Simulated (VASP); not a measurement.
Set up this calculation in VASP 6.6.1, as the native input.

| Item | Value |
| --- | --- |
| Task | single point |
| Functional | PBEsol |
| Potentials or basis | VASP PAW PBE potentials, release 64 (Ni) |
| Cutoff | 520 eV |
| k mesh | 12 × 12 × 7 |
| Occupations | fermi-dirac, width 0.05 eV |
| Spin | collinear spin, ferromagnetic start |
| Starting moments | [1.0, 1.0] μB |
| Dipole correction | no |
| Further INCAR settings | ALGO = Normal; EDIFF = 1e-06; NBANDS = 21 |

The structure of Ni lies in POSCAR:

```
Ni
1.0
    2.4642354424      0.0000000000      0.0000000000
   -1.2321177212      2.1340904941      0.0000000000
    0.0000000000      0.0000000000      4.0997805916
Ni
2
Direct
    0.6666666667      0.3333333333      0.7500000000
    0.3333333333      0.6666666667      0.2500000000
```

These files were run (other wordings do the same):

INCAR

```
SYSTEM = Ni
PREC     = Accurate       ! precision mode
ENCUT    = 520            ! plane-wave cutoff, eV
EDIFF    = 1E-6           ! SCF threshold, eV
ISMEAR   = -1             ! smearing method
SIGMA    = 0.05           ! smearing width, eV
LREAL    = .FALSE.        ! projectors in reciprocal space
LASPH    = .TRUE.         ! aspherical terms in the spheres
NELM     = 150            ! most SCF steps
ALGO     = Normal         ! electronic algorithm
ISIF     = 2              ! what is computed and relaxed
LWAVE    = .FALSE.        ! write WAVECAR
LCHARG   = .FALSE.        ! write CHGCAR
ISPIN    = 2              ! spin polarisation
MAGMOM   = 1 1            ! initial moments
LORBIT   = 11             ! projections on sites
LMAXMIX  = 4              ! l up to which the mixer works
GGA      = PS             ! functional
NBANDS   = 21             ! bands
```

KPOINTS

```
Automatic mesh
0
G
  12 12 7
  0 0 0
```

Potentials or basis: VASP PAW PBE potentials, release 64 (Ni).

Run with:

```console
$ cat potpaw_PBE.64/Ni/POTCAR > POTCAR
$ mpirun -np 1 vasp_std > vasp.out
```

Results of the run:

The pressure is -7.1 GPa. The net moment is 1.29 μB per cell and the site moments are Ni +0.65 μB. The valence electrons inside the program's atomic spheres are Ni 9.33.

Caveat: the PAW data sets were made with another functional, which shifts forces and pressure a little.

Run time: 26 s on 1 thread of Intel(R) Xeon(R) 6975P-C (Granite Rapids), with other jobs on the host, peak memory 0.15 GiB.
